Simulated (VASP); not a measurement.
Runs of VASP 6.6.1 on TiSi2. Symmetry: Fddd, No. 70, orthorhombic system. Conventional cell: a = 4.779 Å, b = 8.235 Å, c = 8.526 Å, α = 90.00°, β = 90.00°, γ = 90.00°. Ti (site symmetry 222) has 10 Si at 2.55 to 2.78 Å and 4 Ti at 3.20 Å within 3.4 Å. Within 3.3 Å of Si (site symmetry 2) lie 9 Si at 2.52 to 3.20 Å and 5 Ti at 2.55 to 2.78 Å. 

| level | U | gap on the mesh (eV) | pressure (GPa) | relaxed volume (Å³/atom) | largest force (eV/Å) |
| --- | --- | --- | --- | --- | --- |
| revPBE+D4 | - | none | 0.0 | 13.56 | - |
| RPBE+D4 | - | none | 0.0 | 13.54 | 0.01 |
| revPBE | - | none | 0.1 | 14.33 | 0.01 |
| PBEsol+D4 | - | none | 0.0 | 13.55 | - |
| PBEsol+U | Ti d U = 6.0 eV | none | 0.0 | (b) | - |
| revPBE+D3(BJ) | - | none | 0.0 | (a) | - |
| RPBE+D3(BJ) | - | none | 0.0 | 11.58 | - |

Alike in all rows: task relaxation of cell and atoms; potentials or basis VASP PAW PBE potentials, release 64 (Ti_sv, Si); no spin polarisation; cell relaxed; k mesh 7 × 7 × 7; cutoff (eV) 600; smearing fermi-dirac 0.05 eV.

Task: Fill in the values left out.

Result: (a) 13.17; (b) 14.51.

Caveats: the PAW data sets were made with another functional, which shifts forces and pressure a little; the dispersion term is far too large for a dense solid, which distorts pressure and volume (at least some runs); U without spin polarisation on a metal has little footing (at least some runs); the U is typed as a test and isn't derived for this compound (at least some runs); the volume moved by over 15 % at a fixed basis, so the end points are rough (at least some runs).

A gap of «none» marks levels without a gap at the run's occupations.
